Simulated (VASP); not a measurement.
A run of VASP 6.6.1:

The input INCAR:

```
  PREC = Accurate
  ENCUT = 520
  EDIFF = 1E-8
  ISMEAR = -1
  SIGMA = 0.01
  LREAL = False
  LASPH = True
  NELM = 80
  ALGO = Normal
  ISIF = 2
  LWAVE = False
  LCHARG = False
  GGA = PE
  LEFG = True
  NBANDS = 17
```

The input KPOINTS:

```
regular mesh
0
Gamma
  8 8 8
```

Contents of POSCAR:

```
PbS
1.0
    0.0000000000      3.0231520185      3.0231520185
    3.0231520185      0.0000000000      3.0231520185
    3.0231520185      3.0231520185      0.0000000000
Pb S
1 1
Direct
    0.0000000000      0.0000000000      0.0000000000
    0.5000000000      0.5000000000      0.5000000000
```

Potentials or basis: VASP PAW PBE potentials, release 64 (Pb_d, S).

The run is started by

```bash
$ cat potpaw_PBE.64/Pb_d/POTCAR potpaw_PBE.64/S/POTCAR > POTCAR
$ mpirun -np 1 vasp_std > vasp.out
```

Hardware: 1 thread of AMD EPYC 7R43 64-Core Processor (Zen 3) (shared host).

Task: How long does it take, and how much memory?

Result: Run time: 37 s on 1 thread of AMD EPYC 7R43 64-Core Processor (Zen 3), on a shared host, peak memory 0.15 GiB. Counts: scf iterations 17, k points 29.
